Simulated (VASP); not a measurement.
# TaAg2F6 (Fm-3m) in VASP: a series of runs

TaAg2F6 is run at these levels: PBE; tasks: single point.

Program: VASP 6.6.1. These are calculated values, not measurements. Logs are shortened: lines on timing, memory, paths and dates and some standing lists are left out, and cuts for length are marked.

### Step 1. The cell of the first run

It takes space group Fm-3m (No. 225, cubic). Conventional cell: a = 7.767 Å, b = 7.767 Å, c = 7.767 Å, α = 90.00°, β = 90.00°, γ = 90.00°. Within 2.6 Å of Ta (site symmetry m-3m) lie 6 F at 1.94 Å. Within 3.6 Å of Ag (site symmetry -43m) lie 12 F at 2.75 Å and 4 Ta at 3.36 Å. Within 2.6 Å of F (site symmetry 4mm) lie 1 Ta at 1.94 Å.

### Step 2. Single point, PBE (atoms taken out)

Contents of INCAR:

```
SYSTEM = TaAg2F6
PREC = Accurate ; ENCUT = 520
EDIFF = 1E-6 ; ISMEAR = 0
SIGMA = 0.1 ; LREAL = .False.
LASPH = .True. ; NELM = 60
ALGO = Normal ; ISIF = 2
LWAVE = .False. ; LCHARG = .False.
GGA = PE ; NBANDS = 48
```

Contents of KPOINTS:

```
regular mesh
0
Gamma
  4 4 4
  0 0 0
```

Contents of POSCAR:

```
TaAg2F6
1.0
    0.0000000000      3.8836445000      3.8836445000
    3.8836445000      0.0000000000      3.8836445000
    3.8836445000      3.8836445000      0.0000000000
Ta Ag F
1 2 6
Direct
    0.0000000000      0.0000000000      0.0000000000
    0.2500000000      0.2500000000      0.2500000000
    0.7500000000      0.7500000000      0.7500000000
    0.7500000000      0.2500000000      0.2500000000
    0.2500000000      0.7500000000      0.7500000000
    0.2500000000      0.7500000000      0.2500000000
    0.7500000000      0.2500000000      0.7500000000
    0.2500000000      0.2500000000      0.7500000000
    0.7500000000      0.7500000000      0.2500000000
```

Potentials or basis: VASP PAW PBE potentials, release 64 (Ta_pv, Ag, F).

On the command line:

```
$ cat potpaw_PBE.64/Ta_pv/POTCAR potpaw_PBE.64/Ag/POTCAR potpaw_PBE.64/F/POTCAR > POTCAR
$ mpirun -np 1 vasp_std > vasp.out
```

OUTCAR:

```text
SYSTEM = TaAg2F6
   PREC = Accurate
   ENCUT = 520
   EDIFF = 1E-6
   ISMEAR = 0
   LREAL = .False.
   LASPH = .True.
   NELM = 60
   ISIF = 2
   GGA = PE

 ion  position               nearest neighbor table
   1  0.000  0.000  0.000-   4 1.94   5 1.94   6 1.94   7 1.94   8 1.94   9 1.94   2 3.36   3 3.36
                             3 3.36   3 3.36   3 3.36   2 3.36   2 3.36   2 3.36
   2  0.250  0.250  0.250-   4 2.75   6 2.75   8 2.75   5 2.75   7 2.75   8 2.75   5 2.75   6 2.75
                             9 2.75   4 2.75   7 2.75   9 2.75   1 3.36   1 3.36   1 3.36   1 3.36
   3  0.750  0.750  0.750-   5 2.75   7 2.75   9 2.75   4 2.75   6 2.75   9 2.75   4 2.75   7 2.75
                             8 2.75   5 2.75   6 2.75   8 2.75   1 3.36   1 3.36   1 3.36   1 3.36
   4  0.750  0.250  0.250-   1 1.94   2 2.75   3 2.75   3 2.75   2 2.75
   5  0.250  0.750  0.750-   1 1.94   3 2.75   2 2.75   2 2.75   3 2.75
   6  0.250  0.750  0.250-   1 1.94   2 2.75   3 2.75   2 2.75   3 2.75
   7  0.750  0.250  0.750-   1 1.94   3 2.75   2 2.75   3 2.75   2 2.75
   8  0.250  0.250  0.750-   1 1.94   2 2.75   2 2.75   3 2.75   3 2.75
   9  0.750  0.750  0.250-   1 1.94   3 2.75   3 2.75   2 2.75   2 2.75

  LATTYP: Found a face centered cubic cell.
 ALAT       =     7.7672890000

  Lattice vectors:

 A1 = (   0.0000000000,   3.8836445000,   3.8836445000)
 A2 = (   3.8836445000,   0.0000000000,   3.8836445000)
 A3 = (   3.8836445000,   3.8836445000,   0.0000000000)

Analysis of symmetry for initial positions (statically):
=====================================================================
 Subroutine PRICEL returns:
 Original cell was already a primitive cell.

 Routine SETGRP: Setting up the symmetry group for a
 face centered cubic supercell.

 Subroutine GETGRP returns: Found 48 space group operations
 (whereof 48 operations were pure point group operations)
 out of a pool of 48 trial point group operations.

The static configuration has the point symmetry O_h .

Analysis of symmetry for dynamics (positions and initial velocities):
=====================================================================
 Subroutine PRICEL returns:
 Original cell was already a primitive cell.

 Routine SETGRP: Setting up the symmetry group for a
 face centered cubic supercell.

 Subroutine GETGRP returns: Found 48 space group operations
 (whereof 48 operations were pure point group operations)
 out of a pool of 48 trial point group operations.

The dynamic configuration has the point symmetry O_h .

 Subroutine INISYM returns: Found 48 space group operations
 (whereof 48 operations are pure point group operations),
[... 102 lines left out ...]
   TEBEG  =    0.0;   TEEND  =   0.0 temperature during run
   PSTRESS=    0.0 pullay stress
   NELECT =      75.0000    total number of electrons
   NUPDOWN=      -1.0000    fix difference up-down
   EMIN   =  10.00;   EMAX   =-10.00  energy-range for DOS
   EFERMI =   0.00;   METHOD = LEGACY
   ISMEAR =     0;   SIGMA  =   0.10  broadening in eV -4-tet -1-fermi 0-gaus
   EFERMI_NEDOS =   21; number of points for ismear=-14 and -15
   IALGO  =     38    algorithm
   IMIX   =      4    mixing-type and parameters
     AMIX     =   0.40;   BMIX     =  1.00
     AMIX_MAG =   1.60;   BMIX_MAG =  1.00
  volume/ion in A,a.u.               =      13.02        87.84
  Fermi-wavevector in a.u.,A,eV,Ry     =   1.410953  2.666314 27.086308  1.990787
  Thomas-Fermi vector in A             =   2.532854
   LORBIT       =      0    0 simple, 1 ext, 2 COOP (PROOUT), +10 PAW based schemes
   GGA     = PE    functional components
   LHFCALC =     F    Hartree Fock is set to
   AEXX    =    0.0000 exact exchange contribution
   IVDW    =     0    specifies the selected vdW correction
   LEPSILON=     F    determine dielectric tensor
   LRPA    =     F    only Hartree local field effects (RPA)
 non-spin polarized calculation
 Gauss-broadening in eV      SIGMA  =   0.10
  energy-cutoff  :      520.00
  volume of cell :      117.15
 maximum number of plane-waves:      3178
 NGX is ok and might be reduce to    42
   NGX = 21   NGY = 21   NGZ = 21

 number of electron      75.0000021 magnetization

 Free energy of the ion-electron system (eV)
  ---------------------------------------------------
  ext. energy  EPLUGINS =         0.00000000
  ---------------------------------------------------
  free energy    TOTEN  =       -46.06476401 eV

  energy without entropy =      -46.03549958  energy(sigma->0) =      -46.05013179

 E-fermi :   5.3539     XC(G=0): -10.6593

 val. band max:        5.2826748202   @ k =  -0.2500   0.2500   0.0000
 cond. band min:       5.3549948920   @ k =   0.5000   0.0000   0.0000
 fundamental gap:      0.0723200718
 Fermi energy:         5.3539405740

 k-point     1 :       0.0000    0.0000    0.0000
  band No.  band energies     occupation
      1     -33.4380      2.00000
      2     -33.4380      2.00000
      3     -33.4380      2.00000
      4     -21.2585      2.00000
      5     -20.7571      2.00000
      6     -20.7571      2.00000
[... 397 lines left out ...]
     47      11.8640      0.00000
     48      11.8640      0.00000

------------------------ aborting loop because EDIFF is reached ----------------------------------------

  FORCE on cell =-STRESS in cart. coord.  units (eV):
  Direction    XX          YY          ZZ          XY          YZ          ZX
  --------------------------------------------------------------------------------------
  -------------------------------------------------------------------------------------
  Total        6.9656399      6.9656399      6.9656399     -0.0000000      0.0000000     -0.0000000
  in kB       95.2627688     95.2627688     95.2627688     -0.0000000      0.0000000     -0.0000000
  external PRESSURE =      95.2627688 kB  Pullay stress =       0.0000000 kB

 VOLUME and BASIS-vectors are now :
 -----------------------------------------------------------------------------
  energy-cutoff  :      520.00
  volume of cell :      117.15
      direct lattice vectors                 reciprocal lattice vectors
     0.000000000  3.883644500  3.883644500    -0.128745049  0.128745049  0.128745049
     3.883644500  0.000000000  3.883644500     0.128745049 -0.128745049  0.128745049
     3.883644500  3.883644500  0.000000000     0.128745049  0.128745049 -0.128745049

 POSITION                                       TOTAL-FORCE (eV/Angst)
 -----------------------------------------------------------------------------------
      0.00000      0.00000      0.00000         0.000000      0.000000      0.000000
      1.94182      1.94182      1.94182         0.000000     -0.000000      0.000000
      5.82547      5.82547      5.82547         0.000000      0.000000      0.000000
      1.94182      3.88364      3.88364        -0.068170      0.000000      0.000000
      5.82547      3.88364      3.88364         0.068170      0.000000      0.000000
      3.88364      1.94182      3.88364         0.000000     -0.068170      0.000000
      3.88364      5.82547      3.88364         0.000000      0.068170      0.000000
      3.88364      3.88364      1.94182         0.000000      0.000000     -0.068170
      3.88364      3.88364      5.82547         0.000000      0.000000      0.068170
 -----------------------------------------------------------------------------------
    total drift:                                0.000000      0.000000      0.000000

  FREE ENERGIE OF THE ION-ELECTRON SYSTEM (eV)
  ---------------------------------------------------
  free  energy   TOTEN  =       -46.0647640075 eV

  energy  without entropy=      -46.0354995794  energy(sigma->0) =      -46.05013179
```

Run time: 95 s. Hardware: 1 thread of Oxide Virtual Turin-like, shared host; peak memory 0.23 GiB.

Results:

* Free energy: -46.0648 eV
* Pressure: 9.5 GPa
* Band gap on the k mesh: zero (an odd number of electrons rules out a gap without spin polarisation)

Caveat: the cell differs from its parent crystal (atoms taken out); the cell stands under pressure; spin-orbit coupling is left out, which moves the levels of the heavy elements; an odd number of electrons without spin polarisation forces a metal; a magnetic or distorted state may lie lower.

### Step 3. Single point, PBE (atoms taken out)

Contents of INCAR:

```
  PREC = Accurate
  ENCUT = 520
  EDIFF = 1E-6
  ISMEAR = 0
  SIGMA = 0.1
  LREAL = F
  LASPH = T
  NELM = 60
  ALGO = Normal
  ISIF = 2
  LWAVE = F
  LCHARG = T
  GGA = PE
  LELF = T
  LVHAR = T
  NBANDS = 48
```

Contents of KPOINTS:

```
regular mesh
0
Gamma
  4 4 4
```

Contents of POSCAR:

```
TaAg2F6
1.0
    0.0000000000      4.3395635580      4.3395635580
    4.3395635580      0.0000000000      4.3395635580
    4.3395635580      4.3395635580      0.0000000000
Ta Ag F
1 2 6
Direct
    0.0000000000      0.0000000000      0.0000000000
    0.2500000000      0.2500000000      0.2500000000
    0.7500000000      0.7500000000      0.7500000000
    0.7778777367      0.2221222633      0.2221222633
    0.2221222633      0.7778777367      0.7778777367
    0.2221222633      0.7778777367      0.2221222633
    0.7778777367      0.2221222633      0.7778777367
    0.2221222633      0.2221222633      0.7778777367
    0.7778777367      0.7778777367      0.2221222633
```

Potentials or basis: VASP PAW PBE potentials, release 64 (Ta_pv, Ag, F).

On the command line:

```
$ cat potpaw_PBE.64/Ta_pv/POTCAR potpaw_PBE.64/Ag/POTCAR potpaw_PBE.64/F/POTCAR > POTCAR
$ mpirun -np 1 vasp_std > vasp.out
```

Run time: 2 min. Hardware: 1 thread of Oxide Virtual Turin-like, shared host; peak memory 0.31 GiB.

The run converged. Its results:

- Free energy: -47.1212 eV
- Pressure: 0.6 GPa
- Largest force: 0.151 eV/Å
- Band gap on the k mesh: zero (an odd number of electrons rules out a gap without spin polarisation)

Forces on the atoms (eV/Å):
```
Ta   0.000  0.000  0.000
Ag   0.000  0.000  0.000
Ag   0.000  0.000  0.000
F    0.151  0.000  0.000
F   -0.151  0.000  0.000
F    0.000  0.151  0.000
F    0.000 -0.151  0.000
F    0.000  0.000  0.151
F    0.000  0.000 -0.151
```

Levels at points of the mesh, in eV from the Fermi level:
| k point | band 36 | band 37 | band 38 | band 39 | band 40 | band 41 |
| --- | --- | --- | --- | --- | --- | --- |
| (0.00, 0.00, 0.00) | -3.79 | -3.79 | -1.47 | 0.81 | 0.81 | 0.81 |
| (0.50, 0.00, 0.00) | -3.74 | -3.74 | -0.01 | 0.31 | 0.89 | 0.89 |
| (0.50, 0.50, 0.00) | -3.70 | -3.70 | 0.33 | 0.73 | 0.92 | 0.92 |

Caveat: the cell differs from its parent crystal (atoms taken out); spin-orbit coupling is left out, which moves the levels of the heavy elements; an odd number of electrons without spin polarisation forces a metal; a magnetic or distorted state may lie lower.
